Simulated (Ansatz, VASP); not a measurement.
**Se: VASP beside Ansatz**

The input INCAR:

```
SYSTEM = Se
PREC = Accurate
ENCUT = 520
EDIFF = 1E-7
ISMEAR = -1
SIGMA = 0.01
LREAL = .False.
LASPH = .True.
NELM = 80
ALGO = Normal
ISIF = 2
LWAVE = .False.
LCHARG = .True.
GGA = PE
LELF = .True.
LVHAR = .True.
NBANDS = 27
```

The input KPOINTS:

```
Automatic mesh
0
Gamma
  6 6 6
  0 0 0
```

File POSCAR:

```
Se
1.0
    5.6809998619      3.2799267995      1.5058566000
   -5.6809998619      3.2799267995      1.5058566000
    0.0000000000     -6.5598535991      1.5058566000
Se
6
Direct
    0.2806600000      0.1625100000      0.9181800000
    0.9181800000      0.2806600000      0.1625100000
    0.1625100000      0.9181800000      0.2806600000
    0.7193400000      0.8374900000      0.0818200000
    0.0818200000      0.7193400000      0.8374900000
    0.8374900000      0.0818200000      0.7193400000
```

Input for Ansatz:

```yaml
crystal:
  lattice:
    - [5.6809998619, 3.2799267995, 1.5058566]
    - [-5.6809998619, 3.2799267995, 1.5058566]
    - [0.0, -6.5598535991, 1.5058566]
  atoms:
    - { symbol: Se, position: [0.28066, 0.16251, 0.91818] }
    - { symbol: Se, position: [0.91818, 0.28066, 0.16251] }
    - { symbol: Se, position: [0.16251, 0.91818, 0.28066] }
    - { symbol: Se, position: [0.71934, 0.83749, 0.08182] }
    - { symbol: Se, position: [0.08182, 0.71934, 0.83749] }
    - { symbol: Se, position: [0.83749, 0.08182, 0.71934] }
kpoints:
  mp_grid: { grid: [6, 6, 6] }
  band_path:
    path:
      - [0.0, 0.0, 0.0]
      - [0.5, 0.0, 0.0]
      - [0.5, -0.5, 0.5]
      - [0.2017974376, -0.7982025624, 0.2017974376]
      - [0.2017974376, 0.2017974376, 0.2017974376]
      - [0.0, 0.0, 0.0]
      - [0.5, -0.5, 0.0]
    npoints: 5
scf:
  occupations: { method: fermi_dirac, width: 0.01 }
hamiltonian:
  xc: pbe
  pseudopotentials: { kind: all_electron, lapw: { basis_error: 0.001 } }
output:
  forces: true
  stress: true
  eigenvalues: true
```

Change from the starting cell: zz strain of +2 %.

Alike in both runs: task single point; functional PBE; k mesh 6 × 6 × 6; occupations fermi-dirac, width 0.01 eV; no spin polarisation.

|  | VASP | Ansatz |
| --- | --- | --- |
| version | VASP 6.6.1 | Ansatz 0.2.0 |
| potentials or method | VASP PAW PBE potentials, release 64 (Se), cutoff 520 eV | all-electron LAPW, scalar-relativistic |

|  | VASP | Ansatz | Ansatz less VASP |
| --- | --- | --- | --- |
| gap on the k mesh at the Fermi level (eV) | 1.29 | 1.30 | +0.013 |
| pressure (GPa) | 2.1 | 2.0 | -0.13 |
| traceless stress, the component that is largest in VASP (GPa) | -0.28 | -0.23 | +0.044 |
| rms of the force components (eV/Å) | 0.214 | 0.192 | -0.0219 |

Atom by atom the forces differ by 0.024 eV/Å (rms over components). Ansatz ran all-electron here, and VASP with PAW potentials.
